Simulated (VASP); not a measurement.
# ZrC in VASP: a series of runs, part 2 of 2

VASP 6.6.1. The steps go on from the part before.

## (5) Single point, PBEsol

This run uses another cell than the first one, of 13.84 Å³/atom, 1.051 times its volume.

The input, INCAR:

```
ALGO = Normal ; EDIFF = 1E-6
ENCUT = 520 ; GGA = PS
ISIF = 2 ; ISMEAR = 0
LASPH = True ; LCHARG = True
LELF = True ; LREAL = False
LVHAR = True ; LWAVE = False
NBANDS = 24 ; NELM = 60
PREC = Accurate ; SIGMA = 0.05
```

The input, KPOINTS:

```
k-points
0
Gamma
  12 12 6
```

The input, POSCAR:

```
ZrC
1.0
    3.3706689502      0.0000000000      0.0000000000
   -1.6853344751      2.8340630472      0.0000000000
    0.0000000000      0.0000000000      5.7943916587
Zr C
2 2
Direct
    0.0000000000      0.0000000000      0.0000000000
    0.0000000000      0.0000000000      0.5000000000
    0.3333333333      0.6666666667      0.2500000000
    0.6666666667      0.3333333333      0.7500000000
```

Potentials or basis: VASP PAW PBE potentials, release 64 (Zr_sv, C).

Launch:

```sh
$ cat potpaw_PBE.64/Zr_sv/POTCAR potpaw_PBE.64/C/POTCAR > POTCAR
$ mpirun -np 1 vasp_std > vasp.out
```

OUTCAR:

```text
EDIFF = 1E-6
   ENCUT = 520
   GGA = PS
   ISIF = 2
   ISMEAR = 0
   LASPH = True
   LREAL = False
   NELM = 60
   PREC = Accurate

 ion  position               nearest neighbor table
   1  0.000  0.000  0.000-   3 2.38   4 2.38   4 2.41   3 2.41   4 2.41   3 2.41   2 2.90   2 2.90

   2  0.000  0.000  0.500-   3 2.38   4 2.38   4 2.41   3 2.41   4 2.41   3 2.41   1 2.90   1 2.90

   3  0.333  0.667  0.250-   1 2.38   2 2.38   1 2.41   2 2.41   1 2.41   2 2.41
   4  0.667  0.333  0.750-   1 2.38   2 2.38   1 2.41   2 2.41   1 2.41   2 2.41

  Warning from LATTYP: Monoclinic adjustment (A1->A3, A2->A1, A3->A2)!
  LATTYP: Found a base centered orthorhombic cell.
 ALAT       =     3.3706689502
 B/A-ratio  =     1.6816027258
 C/A-ratio  =     1.7190628164

  Lattice vectors:

 A1 = (   1.6853344751,  -2.8340630472,   0.0000000000)
 A2 = (   1.6853344751,   2.8340630472,   0.0000000000)
 A3 = (   0.0000000000,   0.0000000000,   5.7943916587)

Analysis of symmetry for initial positions (statically):
=====================================================================
 Subroutine PRICEL returns:
 Original cell was already a primitive cell.

 Routine SETGRP: Setting up the symmetry group for a
 base centered orthorhombic supercell.

 Subroutine GETGRP returns: Found  8 space group operations
 (whereof  4 operations were pure point group operations)
 out of a pool of  8 trial point group operations.

The static configuration has the point symmetry C_2h.
 The point group associated with its full space group is D_2h.

Analysis of symmetry for dynamics (positions and initial velocities):
=====================================================================
 Subroutine PRICEL returns:
 Original cell was already a primitive cell.

 Routine SETGRP: Setting up the symmetry group for a
 base centered orthorhombic supercell.

[... 126 lines left out ...]
   IALGO  =     38    algorithm
   IMIX   =      4    mixing-type and parameters
     AMIX     =   0.40;   BMIX     =  1.00
     AMIX_MAG =   1.60;   BMIX_MAG =  1.00
  volume/ion in A,a.u.               =      13.84        93.38
  Fermi-wavevector in a.u.,A,eV,Ry     =   1.363788  2.577186 25.305733  1.859919
  Thomas-Fermi vector in A             =   2.490161
   LORBIT       =      0    0 simple, 1 ext, 2 COOP (PROOUT), +10 PAW based schemes
   GGA     = PS    functional components
   LHFCALC =     F    Hartree Fock is set to
   AEXX    =    0.0000 exact exchange contribution
   IVDW    =     0    specifies the selected vdW correction
   LEPSILON=     F    determine dielectric tensor
   LRPA    =     F    only Hartree local field effects (RPA)
 non-spin polarized calculation
 Gauss-broadening in eV      SIGMA  =   0.05
  energy-cutoff  :      520.00
  volume of cell :       55.35
 maximum number of plane-waves:      1512
 NGX is ok and might be reduce to    28
   NGX = 13   NGY = 13   NGZ = 21

 number of electron      32.0000000 magnetization

 Free energy of the ion-electron system (eV)
  ---------------------------------------------------
  ext. energy  EPLUGINS =         0.00000000
  ---------------------------------------------------
  free energy    TOTEN  =       -38.80006839 eV

  energy without entropy =      -38.79865540  energy(sigma->0) =      -38.79936190

 E-fermi :   8.5946     XC(G=0): -11.9189

 val. band max:        8.5840712038   @ k =  -0.1667   0.0833   0.0000
 cond. band min:       8.6003362349   @ k =   0.0000   0.5000   0.1667
 fundamental gap:      0.0162650310
 Fermi energy:         8.5945635824

 k-point     1 :       0.0000    0.0000    0.0000
  band No.  band energies     occupation
      1     -39.5383      2.00000
      2     -39.3833      2.00000
      3     -18.2894      2.00000
      4     -17.3768      2.00000
      5     -17.3514      2.00000
      6     -17.2305      2.00000
[... 637 lines left out ...]
     23      15.0271      0.00000
     24      16.0839      0.00000

 [... further k-points ...]

------------------------ aborting loop because EDIFF is reached ----------------------------------------

  FORCE on cell =-STRESS in cart. coord.  units (eV):
  Direction    XX          YY          ZZ          XY          YZ          ZX
  --------------------------------------------------------------------------------------
  -------------------------------------------------------------------------------------
  Total       -3.4599705     -1.3569113     -0.4364151      0.0000000      0.0000000      0.0000000
  in kB     -100.1496698    -39.2761210    -12.6321388      0.0000000      0.0000000      0.0000000
  external PRESSURE =     -50.6859765 kB  Pullay stress =       0.0000000 kB

 VOLUME and BASIS-vectors are now :
 -----------------------------------------------------------------------------
  energy-cutoff  :      520.00
  volume of cell :       55.35
      direct lattice vectors                 reciprocal lattice vectors
     3.370668950  0.000000000  0.000000000     0.296677014  0.176425151  0.000000000
    -1.685334475  2.834063047  0.000000000     0.000000000  0.352850301  0.000000000
     0.000000000  0.000000000  5.794391659     0.000000000  0.000000000  0.172580671

 POSITION                                       TOTAL-FORCE (eV/Angst)
 -----------------------------------------------------------------------------------
      0.00000      0.00000      0.00000         0.000000      0.000000      0.000000
      0.00000      0.00000      2.89720         0.000000      0.000000      0.000000
     -0.00000      1.88938      1.44860         0.000000      0.003577      0.000000
      1.68533      0.94469      4.34579         0.000000     -0.003577     -0.000000
 -----------------------------------------------------------------------------------
    total drift:                                0.000000      0.000000      0.000000

  FREE ENERGIE OF THE ION-ELECTRON SYSTEM (eV)
  ---------------------------------------------------
  free  energy   TOTEN  =       -38.8000683905 eV

  energy  without entropy=      -38.7986554046  energy(sigma->0) =      -38.79936190
```

stdout:

```text
POSCAR found type information on POSCAR ZrC
 POSCAR found :  2 types and       4 ions
 scaLAPACK will be used
 -----------------------------------------------------------------------------
|                                                                             |
|                                                                             |
|     You enforced a specific xc type in the INCAR file but a different       |
|     I HOPE YOU KNOW WHAT YOU ARE DOING!                                     |
|                                                                             |
 -----------------------------------------------------------------------------

 LDA part: xc-table for (Slater+PW92), standard interpolation
 POSCAR, INCAR and KPOINTS ok, starting setup
 FFT: planning ... GRIDC
 FFT: planning ... GRID_SOFT
 FFT: planning ... GRID
 WAVECAR not read
 entering main loop
```

It took 3.8 min on 1 thread of AMD EPYC 7R43 (Zen 3), shared host; peak memory 0.29 GiB.

What came out:

```yaml
Free_energy: -38.8001 eV
Pressure: -5.1 GPa
Largest_force: 0.004 eV/Å
Band_gap_on_the_k_mesh: zero (band 16 reaches 9.86 eV, above the bottom of band 17 at 8.33 eV)
```

Forces in eV/Å, atoms in the order of the input:
```
Zr   0.000  0.000  0.000
Zr   0.000  0.000  0.000
C    0.000  0.004  0.000
C    0.000 -0.004  0.000
```

Caveat: the PAW data sets were made with another functional, which shifts forces and pressure a little.

## (6) Relaxation of shape and atoms at fixed volume, PBEsol (volume scaled by 1.040)

The input, INCAR:

```
SYSTEM = ZrC
ALGO = Normal ; EDIFF = 1E-7
EDIFFG = -0.01 ; ENCUT = 600
GGA = PS ; IBRION = 2
ISIF = 4 ; ISMEAR = 0
LASPH = .True. ; LCHARG = .False.
LREAL = .False. ; LWAVE = .False.
NELM = 100 ; NSW = 60
PREC = Accurate ; SIGMA = 0.05
```

The input, KPOINTS:

```
k-points
0
Gamma
  12 12 6
  0 0 0
```

The input, POSCAR:

```
ZrC
1.0
    3.3167928740      0.0000000000      0.0000000000
   -1.6583964370      2.8724268879      0.0000000000
    0.0000000000      0.0000000000      5.8662725196
Zr C
2 2
Direct
    0.0000000000      0.0000000000      0.0000000000
    0.0000000000      0.0000000000      0.5000000000
    0.3333333333      0.6666666667      0.2500000000
    0.6666666667      0.3333333333      0.7500000000
```

Potentials or basis: VASP PAW PBE potentials, release 64 (Zr_sv, C).

Launch:

```sh
$ cat potpaw_PBE.64/Zr_sv/POTCAR potpaw_PBE.64/C/POTCAR > POTCAR
$ mpirun -np 1 vasp_std > vasp.out
```

It took 2.6 min on 1 thread of AMD EPYC 7R43 (Zen 3), shared host; peak memory 0.22 GiB.

Results (log left out):

```yaml
Free_energy: -38.8049 eV
Energy_gained_by_relaxing: 0.0 meV/atom
Ionic_steps: 3
Pressure_after_relaxing: -7.2 GPa
Band_gap_on_the_k_mesh: zero (band 16 reaches 9.87 eV, above the bottom of band 17 at 8.37 eV)
```

Final structure:
```xyz
4
Lattice="3.3181 0.0000 0.0000 -1.6590 2.8735 0.0000 0.0000 0.0000 5.8617" Properties=species:S:1:pos:R:3 pbc="T T T"
Zr    0.0000    0.0000    0.0000
Zr    0.0000    0.0000    2.9309
C     0.0000    1.9157    1.4654
C     1.6590    0.9578    4.3963
```

Levels at points of the mesh, in eV from the Fermi level:
```tsv
k point	band 13	band 14	band 15	band 16	band 17	band 18	band 19	band 20
(0.00, 0.00, 0.00)	-2.16	-1.23	0.82	1.37	1.37	1.68	1.68	1.77
(0.50, 0.00, 0.00)	-2.39	-1.46	-1.04	-0.65	0.49	1.78	4.54	4.68
(0.00, 0.00, 0.50)	-1.12	-1.12	-1.12	-1.12	2.54	2.54	2.63	2.63
(0.50, 0.00, 0.50)	-1.67	-1.67	-1.26	-1.26	1.01	1.01	5.04	5.05
```

Caveat: the cell differs from its parent crystal (volume scaled by 1.040); the PAW data sets were made with another functional, which shifts forces and pressure a little.

## (7) Summary

| task | cell | cutoff (eV) | gap on the mesh (eV) | pressure (GPa) |
| --- | --- | --- | --- | --- |
| single point | a = 3.249, b = 3.249, c = 5.760 Å, angles 90.0, 90.0, 120.0°, 4 atoms | 520 | none | 4.7 |
| single point | a = 3.295, b = 3.295, c = 5.828 Å, angles 90.0, 90.0, 120.0°, 4 atoms | 520 | none | -3.6 |
| single point | a = 3.318, b = 3.318, c = 5.861 Å, angles 90.0, 90.0, 120.0°, 4 atoms | 520 | none | -7.1 |
| single point | a = 3.371, b = 3.297, c = 5.794 Å, angles 90.0, 90.0, 120.7°, 4 atoms | 520 | none | -5.1 |
| relaxation of shape and atoms at fixed volume | relaxed from a = 3.317, b = 3.317, c = 5.866 Å, angles 90.0, 90.0, 120.0°, 4 atoms | 600 | none | -7.2 |

Alike in all rows: level PBEsol; potentials or basis VASP PAW PBE potentials, release 64 (Zr_sv, C); no spin polarisation; k mesh 12 × 12 × 6; smearing gaussian 0.05 eV.

Caveats: the PAW data sets were made with another functional, which shifts forces and pressure a little.

Absolute energies hang on the potentials; compare differences alone.
